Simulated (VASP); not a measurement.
# Sn (Fm-3m) in VASP: further runs, part 2 of 3

VASP 6.6.1.

**3. Single point, revPBE (volume scaled by 0.88)**

INCAR

```
  PREC = Accurate
  ENCUT = 520
  EDIFF = 1E-6
  ISMEAR = -1
  SIGMA = 0.1
  LREAL = F
  LASPH = T
  NELM = 60
  ALGO = Normal
  ISIF = 2
  LWAVE = F
  LCHARG = F
  GGA = RE
  NBANDS = 13
```

KPOINTS

```
regular mesh
0
Gamma
  13 13 13
```

POSCAR

```
Sn
1.0
    0.0000000000      2.3276857370      2.3276857370
    2.3276857370      0.0000000000      2.3276857370
    2.3276857370      2.3276857370      0.0000000000
Sn
1
Direct
    0.0000000000      0.0000000000      0.0000000000
```

Potentials or basis: VASP PAW PBE potentials, release 64 (Sn_d).

Launch:

```console
> cat potpaw_PBE.64/Sn_d/POTCAR > POTCAR
> mpirun -np 1 vasp_std > vasp.out
```

OUTCAR:

```text
PREC = Accurate
   ENCUT = 520
   EDIFF = 1E-6
   ISMEAR = -1
   LREAL = F
   LASPH = T
   NELM = 60
   ISIF = 2
   GGA = RE

 ion  position               nearest neighbor table
   1  0.000  0.000  0.000-

  LATTYP: Found a face centered cubic cell.
 ALAT       =     4.6553714740

  Lattice vectors:

 A1 = (   0.0000000000,   2.3276857370,   2.3276857370)
 A2 = (   2.3276857370,   0.0000000000,   2.3276857370)
 A3 = (   2.3276857370,   2.3276857370,   0.0000000000)

Analysis of symmetry for initial positions (statically):
=====================================================================
 Subroutine PRICEL returns:
 Original cell was already a primitive cell.

 Routine SETGRP: Setting up the symmetry group for a
 face centered cubic supercell.

 Subroutine GETGRP returns: Found 48 space group operations
 (whereof 48 operations were pure point group operations)
 out of a pool of 48 trial point group operations.

The static configuration has the point symmetry O_h .

Analysis of symmetry for dynamics (positions and initial velocities):
=====================================================================
 Subroutine PRICEL returns:
 Original cell was already a primitive cell.

 Routine SETGRP: Setting up the symmetry group for a
 face centered cubic supercell.

 Subroutine GETGRP returns: Found 48 space group operations
 (whereof 48 operations were pure point group operations)
 out of a pool of 48 trial point group operations.

The dynamic configuration has the point symmetry O_h .

 Subroutine INISYM returns: Found 48 space group operations
 (whereof 48 operations are pure point group operations),
 and found     1 'primitive' translations

----------------------------------------------------------------------------------------

                                     Primitive cell

  volume of cell :      25.2234

  direct lattice vectors                    reciprocal lattice vectors
[... 112 lines left out ...]
   AEXX    =    0.0000 exact exchange contribution
   IVDW    =     0    specifies the selected vdW correction
   LEPSILON=     F    determine dielectric tensor
   LRPA    =     F    only Hartree local field effects (RPA)
 non-spin polarized calculation
  energy-cutoff  :      520.00
  volume of cell :       25.22
 maximum number of plane-waves:       690
   NGX = 13   NGY = 13   NGZ = 13

 number of electron      14.0000004 magnetization

 Free energy of the ion-electron system (eV)
  ---------------------------------------------------
  ext. energy  EPLUGINS =         0.00000000
  ---------------------------------------------------
  free energy    TOTEN  =        -3.41839984 eV

  energy without entropy =       -3.40163034  energy(sigma->0) =       -3.41001509

 E-fermi :   9.2147     XC(G=0): -10.6643

 val. band max:        9.1641135445   @ k =  -0.3077   0.4615   0.2308
 cond. band min:       9.2232481718   @ k =   0.3846   0.2308   0.0000
 fundamental gap:      0.0591346274
 Fermi energy:         9.2147219071

 k-point     1 :       0.0000    0.0000    0.0000
  band No.  band energies     occupation
      1     -12.4985      2.00000
      2     -12.4985      2.00000
      3     -12.4985      2.00000
      4     -12.4005      2.00000
      5     -12.4005      2.00000
      6      -2.5320      2.00000
      7      17.5426      0.00000
      8      17.5426      0.00000
      9      17.5426      0.00000
     10      19.8022      0.00000
     11      21.4546      0.00000
     12      21.4546      0.00000
     13      21.4546      0.00000
[... 354 lines left out ...]
  band No.  band energies     occupation
      1     -12.5160      2.00000
      2     -12.4684      2.00000
      3     -12.4464      2.00000
      4     -12.3557      2.00000
      5     -12.3029      2.00000
      6       1.5808      2.00000
      7       6.0491      2.00000
      8      12.8732      0.00000
      9      13.8647      0.00000
     10      16.9195      0.00000
     11      22.5953      0.00000
     12      22.6839      0.00000
     13      24.0255      0.00000

 [... further k-points ...]

------------------------ aborting loop because EDIFF is reached ----------------------------------------

  FORCE on cell =-STRESS in cart. coord.  units (eV):
  Direction    XX          YY          ZZ          XY          YZ          ZX
  --------------------------------------------------------------------------------------
  -------------------------------------------------------------------------------------
  Total        1.1499867      1.1499867      1.1499867      0.0000000      0.0000000      0.0000000
  in kB       73.0466639     73.0466639     73.0466639      0.0000000      0.0000000      0.0000000
  external PRESSURE =      73.0466639 kB  Pullay stress =       0.0000000 kB

 VOLUME and BASIS-vectors are now :
 -----------------------------------------------------------------------------
  energy-cutoff  :      520.00
  volume of cell :       25.22
      direct lattice vectors                 reciprocal lattice vectors
     0.000000000  2.327685737  2.327685737    -0.214805629  0.214805629  0.214805629
     2.327685737  0.000000000  2.327685737     0.214805629 -0.214805629  0.214805629
     2.327685737  2.327685737  0.000000000     0.214805629  0.214805629 -0.214805629

 POSITION                                       TOTAL-FORCE (eV/Angst)
 -----------------------------------------------------------------------------------
      0.00000      0.00000      0.00000         0.000000      0.000000      0.000000
 -----------------------------------------------------------------------------------
    total drift:                               -0.000000      0.000000     -0.000000

  FREE ENERGIE OF THE ION-ELECTRON SYSTEM (eV)
  ---------------------------------------------------
  free  energy   TOTEN  =        -3.4183998356 eV

  energy  without entropy=       -3.4016303402  energy(sigma->0) =       -3.41001509
```

OSZICAR:

```text
N       E                     dE             d eps       ncg     rms          rms(c)
DAV:   1     0.821869796685E+02    0.82187E+02   -0.71555E+03  2232   0.165E+03
DAV:   2     0.214699004820E+01   -0.80040E+02   -0.77355E+02  2284   0.344E+02
DAV:   3    -0.332095199874E+01   -0.54679E+01   -0.54456E+01  2592   0.730E+01
DAV:   4    -0.342818235167E+01   -0.10723E+00   -0.10721E+00  2659   0.108E+01
DAV:   5    -0.343158841138E+01   -0.34061E-02   -0.34060E-02  2896   0.190E+00    0.153E+00
DAV:   6    -0.342216772319E+01    0.94207E-02   -0.80888E-03  2841   0.165E+00    0.865E-01
DAV:   7    -0.341851425807E+01    0.36535E-02   -0.60191E-03  2864   0.139E+00    0.968E-02
DAV:   8    -0.341840034435E+01    0.11391E-03   -0.68197E-04  2740   0.438E-01    0.224E-02
DAV:   9    -0.341839981536E+01    0.52900E-06   -0.13437E-05  2993   0.516E-02    0.124E-02
DAV:  10    -0.341839983562E+01   -0.20269E-07   -0.15485E-06  2408   0.144E-02
   1 F= -.34183998E+01 E0= -.34100151E+01  d E =-.167695E-01
```

stdout:

```text
POSCAR found type information on POSCAR Sn
 POSCAR found :  1 types and       1 ions
 scaLAPACK will be used
 -----------------------------------------------------------------------------
|                                                                             |
|                                                                             |
|     You enforced a specific xc type in the INCAR file but a different       |
|     I HOPE YOU KNOW WHAT YOU ARE DOING!                                     |
|                                                                             |
 -----------------------------------------------------------------------------

 LDA part: xc-table for (Slater+PW92), standard interpolation
 POSCAR, INCAR and KPOINTS ok, starting setup
 FFT: planning ... GRIDC
 FFT: planning ... GRID_SOFT
 FFT: planning ... GRID
 WAVECAR not read
 entering main loop
```

Run time: 6 s. Hardware: 1 thread of Intel Xeon 6975P-C (Granite Rapids), shared host; peak memory 0.15 GiB.

Results:

```
Free energy            : -3.4184 eV
Pressure               : 7.3 GPa
Band gap on the k mesh : zero (band 7 reaches 17.54 eV, above the bottom of band 8 at 7.07 eV)
```

Caveat: the PAW data sets were made with another functional, which shifts forces and pressure a little; spin-orbit coupling is left out, which moves the levels of the heavy elements.

**4. Single point, revPBE (volume scaled by 0.92)**

INCAR

```
SYSTEM = Sn
PREC = Accurate ; ENCUT = 520
EDIFF = 1E-7 ; ISMEAR = -1
SIGMA = 0.1 ; LREAL = .FALSE.
LASPH = .TRUE. ; NELM = 60
ALGO = Normal ; ISIF = 2
LWAVE = .FALSE. ; LCHARG = .FALSE.
GGA = RE ; NBANDS = 13
```

KPOINTS

```
Automatic mesh
0
G
  13 13 13
  0 0 0
```

POSCAR

```
Sn
1.0
    0.0000000000      2.3624324379      2.3624324379
    2.3624324379      0.0000000000      2.3624324379
    2.3624324379      2.3624324379      0.0000000000
Sn
1
Direct
    0.0000000000      0.0000000000      0.0000000000
```

Potentials or basis: VASP PAW PBE potentials, release 64 (Sn_d).

Launch:

```console
> cat potpaw_PBE.64/Sn_d/POTCAR > POTCAR
> mpirun -np 1 vasp_std > vasp.out
```

OUTCAR:

```text
SYSTEM = Sn
   PREC = Accurate
   ENCUT = 520
   EDIFF = 1E-7
   ISMEAR = -1
   LREAL = .FALSE.
   LASPH = .TRUE.
   NELM = 60
   ISIF = 2
   GGA = RE

 ion  position               nearest neighbor table
   1  0.000  0.000  0.000-

  LATTYP: Found a face centered cubic cell.
 ALAT       =     4.7248648758

  Lattice vectors:

 A1 = (   0.0000000000,   2.3624324379,   2.3624324379)
 A2 = (   2.3624324379,   0.0000000000,   2.3624324379)
 A3 = (   2.3624324379,   2.3624324379,   0.0000000000)

Analysis of symmetry for initial positions (statically):
=====================================================================
 Subroutine PRICEL returns:
 Original cell was already a primitive cell.

 Routine SETGRP: Setting up the symmetry group for a
 face centered cubic supercell.

 Subroutine GETGRP returns: Found 48 space group operations
 (whereof 48 operations were pure point group operations)
 out of a pool of 48 trial point group operations.

The static configuration has the point symmetry O_h .

Analysis of symmetry for dynamics (positions and initial velocities):
=====================================================================
 Subroutine PRICEL returns:
 Original cell was already a primitive cell.

 Routine SETGRP: Setting up the symmetry group for a
 face centered cubic supercell.

 Subroutine GETGRP returns: Found 48 space group operations
 (whereof 48 operations were pure point group operations)
 out of a pool of 48 trial point group operations.

The dynamic configuration has the point symmetry O_h .

 Subroutine INISYM returns: Found 48 space group operations
 (whereof 48 operations are pure point group operations),
 and found     1 'primitive' translations

----------------------------------------------------------------------------------------

                                     Primitive cell

  volume of cell :      26.3699

  direct lattice vectors                    reciprocal lattice vectors
     0.000000000  2.362432438  2.362432438    -0.211646264  0.211646264  0.211646264
     2.362432438  0.000000000  2.362432438     0.211646264 -0.211646264  0.211646264
     2.362432438  2.362432438  0.000000000     0.211646264  0.211646264 -0.211646264

  length of vectors
     3.340983994  3.340983994  3.340983994     0.366582083  0.366582083  0.366582083

  position of ions in fractional coordinates (direct lattice)
     0.000000000  0.000000000  0.000000000

  ion indices of the primitive-cell ions
   primitive index   ion index
                 1           1

----------------------------------------------------------------------------------------

 KPOINTS: Automatic mesh

Automatic generation of k-mesh.
 Grid dimensions read from file:
 generate k-points for:   13   13   13

 Generating k-lattice:

  Cartesian coordinates                     Fractional coordinates (reciprocal lattice)
    -0.016280482  0.016280482  0.016280482     0.076923077  0.000000000  0.000000000
     0.016280482 -0.016280482  0.016280482     0.000000000  0.076923077  0.000000000
     0.016280482  0.016280482 -0.016280482     0.000000000  0.000000000  0.076923077

  Length of vectors
     0.028198622  0.028198622  0.028198622

  Shift w.r.t. Gamma in fractional coordinates (k-lattice)
     0.000000000  0.000000000  0.000000000

 Subroutine IBZKPT returns following result:
 ===========================================

 Found     84 irreducible k-points:

 Following reciprocal coordinates:
            Coordinates               Weight
  0.000000  0.000000  0.000000      1.000000
  0.076923  0.000000  0.000000      8.000000
  0.153846  0.000000  0.000000      8.000000
  0.230769  0.000000  0.000000      8.000000
  0.307692  0.000000  0.000000      8.000000
  0.384615  0.000000  0.000000      8.000000
[... 16 lines left out ...]
  0.384615  0.153846  0.000000     24.000000
  0.461538  0.153846  0.000000     24.000000
 [... further k-points ...]
   k-points           NKPTS =     84   k-points in BZ     NKDIM =     84   number of bands    NBANDS=     13
   number of dos      NEDOS =    301   number of ions     NIONS =      1
   total plane-waves  NPLWV =  21952
   dimension x,y,z NGX =    28 NGY =   28 NGZ =   28
   dimension x,y,z NGXF=    56 NGYF=   56 NGZF=   56
   ions per type =               1
   NGX,Y,Z   is equivalent  to a cutoff of  13.93, 13.93, 13.93 a.u.
   NGXF,Y,Z  is equivalent  to a cutoff of  27.87, 27.87, 27.87 a.u.
 SYSTEM =  Sn
   PREC   = accura    normal or accurate (medium, high low for compatibility)
   ISTART =      0    job   : 0-new  1-cont  2-samecut
   ICHARG =      2    charge: 1-file 2-atom 10-const
   ISPIN  =      1    spin polarized calculation?
   LNONCOLLINEAR =      F non collinear calculations
   LSORBIT =      F    spin-orbit coupling
   LASPH  =      T    aspherical Exc in radial PAW
   ENCUT  =  520.0 eV  38.22 Ry    6.18 a.u.   6.21  6.21  6.21*2*pi/ulx,y,z
   NELM   =     60;   NELMIN=  2; NELMDL= -5     # of ELM steps
   EDIFF  = 0.1E-06   stopping-criterion for ELM
   LREAL  =      F    real-space projection
   EDIFFG = 0.1E-05   stopping-criterion for IOM
   NSW    =      0    number of steps for IOM
   IBRION =     -1    ionic relax: 0-MD 1-quasi-New 2-CG
   NFREE  =      0    steps in history (QN), initial steepest desc. (CG)
   ISIF   =      2    stress and relaxation
   ISYM   =      2    0-nonsym 1-usesym 2-fastsym
   POTIM  = 0.5000    time-step for ionic-motion
   TEBEG  =    0.0;   TEEND  =   0.0 temperature during run
   PSTRESS=    0.0 pullay stress
   NELECT =      14.0000    total number of electrons
   NUPDOWN=      -1.0000    fix difference up-down
   EMIN   =  10.00;   EMAX   =-10.00  energy-range for DOS
   EFERMI =   0.00;   METHOD = LEGACY
   ISMEAR =    -1;   SIGMA  =   0.10  broadening in eV -4-tet -1-fermi 0-gaus
   EFERMI_NEDOS =   21; number of points for ismear=-14 and -15
   IALGO  =     38    algorithm
   IMIX   =      4    mixing-type and parameters
     AMIX     =   0.40;   BMIX     =  1.00
     AMIX_MAG =   1.60;   BMIX_MAG =  1.00
  volume/ion in A,a.u.               =      26.37       177.95
  Fermi-wavevector in a.u.,A,eV,Ry     =   1.325607  2.505034 23.908618  1.757234
  Thomas-Fermi vector in A             =   2.455055
   LORBIT       =      0    0 simple, 1 ext, 2 COOP (PROOUT), +10 PAW based schemes
   GGA     = RE    functional components
   LHFCALC =     F    Hartree Fock is set to
   AEXX    =    0.0000 exact exchange contribution
   IVDW    =     0    specifies the selected vdW correction
   LEPSILON=     F    determine dielectric tensor
   LRPA    =     F    only Hartree local field effects (RPA)
 non-spin polarized calculation
  energy-cutoff  :      520.00
  volume of cell :       26.37
 maximum number of plane-waves:       725
 NGX is ok and might be reduce to    28
   NGX = 13   NGY = 13   NGZ = 13

 number of electron      14.0000002 magnetization

 Free energy of the ion-electron system (eV)
  ---------------------------------------------------
  ext. energy  EPLUGINS =         0.00000000
  ---------------------------------------------------
  free energy    TOTEN  =        -3.45955221 eV

  energy without entropy =       -3.44210314  energy(sigma->0) =       -3.45082767

 E-fermi :   8.6462     XC(G=0): -10.4505

 val. band max:        8.6083660236   @ k =   0.3846   0.2308   0.0000
 cond. band min:       8.6605046065   @ k =  -0.3077   0.4615   0.2308
 fundamental gap:      0.0521385829
 Fermi energy:         8.6461772817

 k-point     1 :       0.0000    0.0000    0.0000
  band No.  band energies     occupation
      1     -13.0352      2.00000
      2     -13.0352      2.00000
      3     -13.0352      2.00000
      4     -12.9506      2.00000
      5     -12.9506      2.00000
      6      -2.7549      2.00000
      7      16.5942      0.00000
      8      16.5942      0.00000
      9      16.5942      0.00000
     10      19.1956      0.00000
     11      20.5983      0.00000
     12      20.5983      0.00000
     13      20.5983      0.00000
[... 353 lines left out ...]
 k-point    24 :       0.4615    0.1538    0.0000
  band No.  band energies     occupation
      1     -13.0491      2.00000
      2     -13.0075      2.00000
      3     -12.9898      2.00000
      4     -12.9103      2.00000
      5     -12.8650      2.00000
      6       1.1765      2.00000
      7       5.5932      2.00000
      8      12.1353      0.00000
      9      13.1235      0.00000
     10      16.2533      0.00000
     11      21.5979      0.00000
     12      21.7898      0.00000
     13      23.1763      0.00000

 [... further k-points ...]

------------------------ aborting loop because EDIFF is reached ----------------------------------------

  FORCE on cell =-STRESS in cart. coord.  units (eV):
  Direction    XX          YY          ZZ          XY          YZ          ZX
  --------------------------------------------------------------------------------------
  -------------------------------------------------------------------------------------
  Total        0.6962815      0.6962815      0.6962815     -0.0000000     -0.0000000      0.0000000
  in kB       42.3045685     42.3045685     42.3045685     -0.0000000     -0.0000000      0.0000000
  external PRESSURE =      42.3045685 kB  Pullay stress =       0.0000000 kB

 VOLUME and BASIS-vectors are now :
 -----------------------------------------------------------------------------
  energy-cutoff  :      520.00
  volume of cell :       26.37
      direct lattice vectors                 reciprocal lattice vectors
     0.000000000  2.362432438  2.362432438    -0.211646264  0.211646264  0.211646264
     2.362432438  0.000000000  2.362432438     0.211646264 -0.211646264  0.211646264
     2.362432438  2.362432438  0.000000000     0.211646264  0.211646264 -0.211646264

 POSITION                                       TOTAL-FORCE (eV/Angst)
 -----------------------------------------------------------------------------------
      0.00000      0.00000      0.00000         0.000000      0.000000      0.000000
 -----------------------------------------------------------------------------------
    total drift:                               -0.000000     -0.000000     -0.000000

  FREE ENERGIE OF THE ION-ELECTRON SYSTEM (eV)
  ---------------------------------------------------
  free  energy   TOTEN  =        -3.4595522084 eV

  energy  without entropy=       -3.4421031383  energy(sigma->0) =       -3.45082767
```

Wall time 14 s (1 thread of Intel Xeon 6975P-C (Granite Rapids), shared host); peak memory 0.17 GiB.

Results:

```
Free energy            : -3.4596 eV
Pressure               : 4.2 GPa
Band gap on the k mesh : zero (band 7 reaches 16.59 eV, above the bottom of band 8 at 6.59 eV)
```

Caveat: the PAW data sets were made with another functional, which shifts forces and pressure a little; spin-orbit coupling is left out, which moves the levels of the heavy elements.

(Part 2 of 3 ends here.)
